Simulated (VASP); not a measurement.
# Al3Cu (P4/mmm) in VASP: vibrations by perturbation theory with LDA

Aim: the vibrations by perturbation theory of Al3Cu with LDA.

Everything below comes from runs of VASP 6.6.1. Logs are shortened: lines on timing, memory, paths and dates and some standing lists are left out, and cuts for length are marked.

## (1) The cell of the first run

Symmetry: P4/mmm, No. 123, tetragonal system. The conventional cell has a = 2.613 Å, b = 2.613 Å, c = 7.090 Å, α = 90.00°, β = 90.00°, γ = 90.00°. Al (site symmetry 4/mmm) has 12 Al at 2.61 to 2.68 Å within 3.4 Å. Al (site symmetry 4mm) has 4 Cu at 2.45 Å and 8 Al at 2.61 to 2.68 Å within 3.2 Å. Cu (site symmetry 4/mmm) has 8 Al at 2.45 Å and 4 Cu at 2.61 Å within 3.2 Å.

## (2) Vibrations by perturbation theory, LDA

INCAR

```
ALGO = Fast
EDIFF = 1E-8
ENCUT = 520
GGA = CA
IBRION = 8
ISIF = 2
ISMEAR = -1
LASPH = True
LCHARG = True
LREAL = False
LWAVE = False
NBANDS = 18
NELM = 100
NSW = 1
PREC = Accurate
SIGMA = 0.15
```

KPOINTS

```
k-points
0
Gamma
  16 16 6
```

POSCAR

```
Al3Cu
1.0
    2.6132119791      0.0000000000      0.0000000000
    0.0000000000      2.6132119791      0.0000000000
    0.0000000000      0.0000000000      7.0900495722
Al Cu
3 1
Direct
    0.0000000000      0.0000000000      0.5000000000
    0.5000000000      0.5000000000      0.2268351875
    0.5000000000      0.5000000000      0.7731648125
    0.0000000000      0.0000000000      0.0000000000
```

Potentials or basis: VASP PAW LDA potentials, release 64 (Al, Cu).

On the command line:

```
$ cat potpaw_LDA.64/Al/POTCAR potpaw_LDA.64/Cu/POTCAR > POTCAR
$ mpirun -np 1 vasp_std > vasp.out
```

OUTCAR:

```text
EDIFF = 1E-8
   ENCUT = 520
   GGA = CA
   IBRION = 8
   ISIF = 2
   ISMEAR = -1
   LASPH = True
   LREAL = False
   NELM = 100
   NSW = 1
   PREC = Accurate

 ion  position               nearest neighbor table
   1  0.000  0.000  0.500-   2 2.68   3 2.68   2 2.68   3 2.68   2 2.68   3 2.68   2 2.68   3 2.68

   2  0.500  0.500  0.227-   4 2.45   4 2.45   4 2.45   4 2.45   1 2.68   1 2.68   1 2.68   1 2.68
                             3 3.22
   3  0.500  0.500  0.773-   4 2.45   4 2.45   4 2.45   4 2.45   1 2.68   1 2.68   1 2.68   1 2.68
                             2 3.22
   4  0.000  0.000  0.000-   2 2.45   3 2.45   2 2.45   3 2.45   2 2.45   3 2.45   2 2.45   3 2.45

  LATTYP: Found a simple tetragonal cell.
 ALAT       =     2.6132119791
 C/A-ratio  =     2.7131551627

  Lattice vectors:

 A1 = (   2.6132119791,   0.0000000000,   0.0000000000)
 A2 = (   0.0000000000,   2.6132119791,   0.0000000000)
 A3 = (   0.0000000000,   0.0000000000,   7.0900495722)

Analysis of symmetry for initial positions (statically):
=====================================================================
 Subroutine PRICEL returns:
 Original cell was already a primitive cell.

 Routine SETGRP: Setting up the symmetry group for a
 simple tetragonal supercell.

 Subroutine GETGRP returns: Found 16 space group operations
 (whereof 16 operations were pure point group operations)
 out of a pool of 16 trial point group operations.

The static configuration has the point symmetry D_4h.

Analysis of symmetry for dynamics (positions and initial velocities):
=====================================================================
 Subroutine PRICEL returns:
 Original cell was already a primitive cell.

 Routine SETGRP: Setting up the symmetry group for a
 simple tetragonal supercell.

 Subroutine GETGRP returns: Found 16 space group operations
 (whereof 16 operations were pure point group operations)
 out of a pool of 16 trial point group operations.

The dynamic configuration has the point symmetry D_4h.

 Subroutine INISYM returns: Found 16 space group operations
 (whereof 16 operations are pure point group operations),
 and found     1 'primitive' translations

----------------------------------------------------------------------------------------

                                     Primitive cell

  volume of cell :      48.4171

  direct lattice vectors                    reciprocal lattice vectors
     2.613211979  0.000000000  0.000000000     0.382670831  0.000000000  0.000000000
     0.000000000  2.613211979  0.000000000     0.000000000  0.382670831  0.000000000
     0.000000000  0.000000000  7.090049572     0.000000000  0.000000000  0.141042737

  length of vectors
     2.613211979  2.613211979  7.090049572     0.382670831  0.382670831  0.141042737

  position of ions in fractional coordinates (direct lattice)
     0.000000000  0.000000000  0.500000000
     0.500000000  0.500000000  0.226835188
     0.500000000  0.500000000  0.773164812
     0.000000000  0.000000000  0.000000000

  ion indices of the primitive-cell ions
   primitive index   ion index
                 1           1
                 2           2
[... 124 lines left out ...]

 E-fermi :  10.5915     XC(G=0): -11.8908

 val. band max:       10.5913456603   @ k =   0.3750   0.3125   0.1667
 cond. band min:      10.6029785124   @ k =   0.5000   0.5000   0.0000
 fundamental gap:      0.0116328521
 Fermi energy:        10.5915462299

 k-point     1 :       0.0000    0.0000    0.0000
  band No.  band energies     occupation
      1      -2.0355      2.00000
      2       0.7422      2.00000
      3       1.0077      2.00000
      4       5.0850      2.00000
      5       5.2646      2.00000
      6       6.2834      2.00000
[... 481 lines left out ...]
      5       5.4787      2.00000
      6       5.5080      2.00000
[... 10 lines left out ...]
     17      19.4326      0.00000
     18      21.1292      0.00000

 [... further k-points ...]

------------------------ aborting loop because EDIFF is reached ----------------------------------------

  FORCE on cell =-STRESS in cart. coord.  units (eV):
  Direction    XX          YY          ZZ          XY          YZ          ZX
  --------------------------------------------------------------------------------------
  -------------------------------------------------------------------------------------
  Total        7.6816026      7.6816026      7.6797043      0.0000000     -0.0000000      0.0000000
  in kB      254.1931637    254.1931637    254.1303459      0.0000000     -0.0000000      0.0000000
  external PRESSURE =     254.1722244 kB  Pullay stress =       0.0000000 kB

 VOLUME and BASIS-vectors are now :
 -----------------------------------------------------------------------------
  energy-cutoff  :      520.00
  volume of cell :       48.42
      direct lattice vectors                 reciprocal lattice vectors
     2.613211979  0.000000000  0.000000000     0.382670831  0.000000000  0.000000000
     0.000000000  2.613211979  0.000000000     0.000000000  0.382670831  0.000000000
     0.000000000  0.000000000  7.090049572     0.000000000  0.000000000  0.141042737

 POSITION                                       TOTAL-FORCE (eV/Angst)
 -----------------------------------------------------------------------------------
      0.00000      0.00000      3.54502         0.000000      0.000000     -0.000000
      1.30661      1.30661      1.60827         0.000000      0.000000      0.020251
      1.30661      1.30661      5.48178        -0.000000      0.000000     -0.020251
      0.00000      0.00000      0.00000         0.000000      0.000000     -0.000000
 -----------------------------------------------------------------------------------
    total drift:                                0.000000      0.000000     -0.000000

  FREE ENERGIE OF THE ION-ELECTRON SYSTEM (eV)
  ---------------------------------------------------
  free  energy   TOTEN  =       -17.1168135046 eV

  energy  without entropy=      -17.0199703817  energy(sigma->0) =      -17.06839194

[... ionic steps 2 to 12 ...]

--------------------------------------- Ionic step       13  -------------------------------------------

------------------------ aborting loop because EDIFF is reached ----------------------------------------

[... ionic steps 14 to 14 ...]

--------------------------------------- Ionic step       15  -------------------------------------------

 Free energy of the ion-electron system (eV)
  ---------------------------------------------------
  ---------------------------------------------------
  free energy    TOTEN  =        -0.25771116 eV

  energy without entropy =       -0.25771115

------------------------ aborting loop because EDIFF is reached ----------------------------------------

 INTERNAL STRAIN TENSOR  FOR ION    4  DIRECTION 3   (eV/Angst):
 -----------------------------------------------------------------------------
    -0.00227  0.00000  0.00000
     0.00000 -0.00227 -0.00000
     0.00000 -0.00000  0.02795

 INTERNAL STRAIN TENSOR FOR ION    4 for displacements in x,y,z  (eV/Angst):
          X           Y           Z          XY          YZ          ZX
  --------------------------------------------------------------------------------
  x     0.00000     0.00000     0.00000     0.00000     0.00000     0.00000
  y     0.00000     0.00000     0.00000     0.00000     0.00000     0.00000
  z     0.00000     0.00000     0.00000     0.00000     0.00000     0.00000

 SECOND DERIVATIVES (NOT SYMMETRIZED)
 ------------------------------------
               1X          1Y          1Z          2X          2Y          2Z          3X          3Y          3Z          4X          4Y          4Z
  1X    -3.205130   -0.000000    0.000000    1.824312    0.000000    0.000000    1.824312    0.000000    0.000000   -0.443494   -0.000000    0.000000
  1Y     0.000000   -3.205130    0.000000    0.000000    1.824312    0.000000   -0.000000    1.824312    0.000000    0.000000   -0.443494    0.000000
  1Z     0.000000   -0.000000   -9.679825   -0.000000   -0.000000    4.464548   -0.000000    0.000000    4.464548   -0.000000    0.000000    0.750729
  2X     1.823271    0.000000    0.000000   -5.159364    0.000000    0.000000    0.112896    0.000000    0.000000    3.223197    0.000000    0.000000
  2Y     0.000000    1.823271    0.000000    0.000000   -5.159364    0.000000    0.000000    0.112896    0.000000    0.000000    3.223197    0.000000
  2Z    -0.000000    0.000000    4.473966   -0.000000    0.000000  -10.284509    0.000000   -0.000000    0.866111    0.000000    0.000000    4.944432
  3X     1.823271    0.000000    0.000000    0.112896    0.000000    0.000000   -5.159364    0.000000    0.000000    3.223197    0.000000    0.000000
  3Y     0.000000    1.823271    0.000000    0.000000    0.112896    0.000000    0.000000   -5.159364    0.000000    0.000000    3.223197    0.000000
  3Z    -0.000000    0.000000    4.473966    0.000000   -0.000000    0.866111   -0.000000    0.000000  -10.284509    0.000000    0.000000    4.944432
  4X    -0.424311    0.000000    0.000000    3.241234    0.000000    0.000000    3.241234    0.000000    0.000000   -6.058157    0.000000    0.000000
  4Y    -0.000000   -0.424311    0.000000   -0.000000    3.241234    0.000000   -0.000000    3.241234    0.000000   -0.000000   -6.058157    0.000000
  4Z    -0.000000    0.000000    0.781790    0.000000   -0.000000    4.974624    0.000000   -0.000000    4.974624    0.000000    0.000000  -10.731038

 Eigenvectors and eigenvalues of the dynamical matrix
 ----------------------------------------------------

   1 f  =   12.262568 THz    77.047985 2PiTHz  409.035231 cm-1    50.713882 meV
             X         Y         Z           dx          dy          dz
      0.000000  0.000000  3.545025    -0.000000    0.000000   -0.643459
      1.306606  1.306606  1.608273    -0.000000    0.000000    0.512055
      1.306606  1.306606  5.481777     0.000000    0.000000    0.512055
      0.000000  0.000000  0.000000    -0.000000   -0.000000   -0.248112
[... 71 lines left out ...]
  12 f/i=    0.020330 THz     0.127734 2PiTHz    0.678120 cm-1     0.084076 meV
             X         Y         Z           dx          dy          dz
      0.000000  0.000000  3.545025     0.000000   -0.000000   -0.433699
      1.306606  1.306606  1.608273     0.000000   -0.000000   -0.432726
      1.306606  1.306606  5.481777     0.000000   -0.000000   -0.432726
      0.000000  0.000000  0.000000     0.000000   -0.000000   -0.661363

--------------------------------------------------------------------------------------------------------

 ELASTIC MODULI CONTR FROM IONIC RELAXATION (kBar)
 Direction    XX          YY          ZZ          XY          YZ          ZX
 --------------------------------------------------------------------------------
 XX         -55.6286    -55.6286    -29.2812      0.0000     -0.0000      0.0000
 YY         -55.6286    -55.6286    -29.2812      0.0000     -0.0000      0.0000
 ZZ         -29.2812    -29.2812    -15.4127      0.0000     -0.0000      0.0000
 XY           0.0000      0.0000      0.0000      0.0000      0.0000      0.0000
 YZ          -0.0000     -0.0000     -0.0000      0.0000    -67.7466     -0.0000
 ZX           0.0000      0.0000      0.0000      0.0000     -0.0000    -54.8468
 --------------------------------------------------------------------------------
```

Wall time 25 min (1 thread of Intel Xeon 6975P-C, shared host); peak memory 0.82 GiB.

What came out:

- Highest phonon frequency at Γ, LO-TO splitting left out: 409 cm⁻¹

Phonon frequencies in cm⁻¹ (negative: imaginary):
| q point | frequencies |
| --- | --- |
| (0.000, 0.000, 0.000) | -1 -1 -1 164 164 231 231 267 287 287 335 409 |

Caveat: the cell wasn't relaxed at this level first, which shifts response properties.
